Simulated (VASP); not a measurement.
**Ba2Ti3O8: single point with PBEsol**

System: Ba2Ti3O8, a slab with vacuum.

```
Ti O Ba
1.0
     3.96987    0.00000    0.00000
     0.00000    3.96987    0.00000
     0.00000    0.00000   22.93974
Ti O Ba
3 8 2
Direct
  0.00000 0.00000 0.32694
  0.00000 0.00000 0.50000
  0.00000 0.00000 0.67306
  0.50000 0.00000 0.32694
  0.00000 0.50000 0.32694
  0.00000 0.00000 0.41347
  0.50000 0.00000 0.50000
  0.00000 0.50000 0.50000
  0.00000 0.00000 0.58653
  0.50000 0.00000 0.67306
  0.00000 0.50000 0.67306
  0.50000 0.50000 0.41347
  0.50000 0.50000 0.58653
```

- Program: VASP 6.6.1
- Task: single point
- Functional: PBEsol
- Potentials or basis: VASP PAW PBE potentials, release 64 (Ti_sv, O, Ba_sv)
- Cutoff: 520 eV
- k mesh: 7 × 7 × 1
- Occupations: gaussian, width 0.05 eV
- Spin: no spin polarisation

- Largest force: 2.773 eV/Å
- Band gap on the k mesh: 0.66 eV (least direct gap 1.26 eV)

Forces on the atoms (eV/Å):
```
Ti   0.000  0.000  2.773
Ti   0.000  0.000  0.663
Ti   0.000  0.000 -1.725
O    0.000  0.000 -0.720
O    0.000  0.000 -0.720
O    0.000  0.000 -1.264
O    0.000  0.000 -0.191
O    0.000  0.000 -0.191
O    0.000  0.000  0.304
O    0.000  0.000  0.291
O    0.000  0.000  0.291
Ba   0.000  0.000 -0.495
Ba   0.000  0.000  0.983
```

Levels at points of the mesh, in eV from the valence-band top:
| k point | band 50 | band 51 | band 52 | band 53 | band 54 | band 55 |
| --- | --- | --- | --- | --- | --- | --- |
| (0.00, 0.00, 0.00) | -1.25 | -0.60 | -0.60 | 0.66 | 0.66 | 0.68 |

Run time: 10 min on 1 thread of Oxide Virtual Turin-like Processor, on a shared host, peak memory 0.49 GiB.

Caveat: semilocal functionals underestimate gaps, and a narrow one can read as zero; the PAW data sets were made with another functional, which shifts forces and pressure a little; spin-orbit coupling is left out, which moves the levels of the heavy elements.
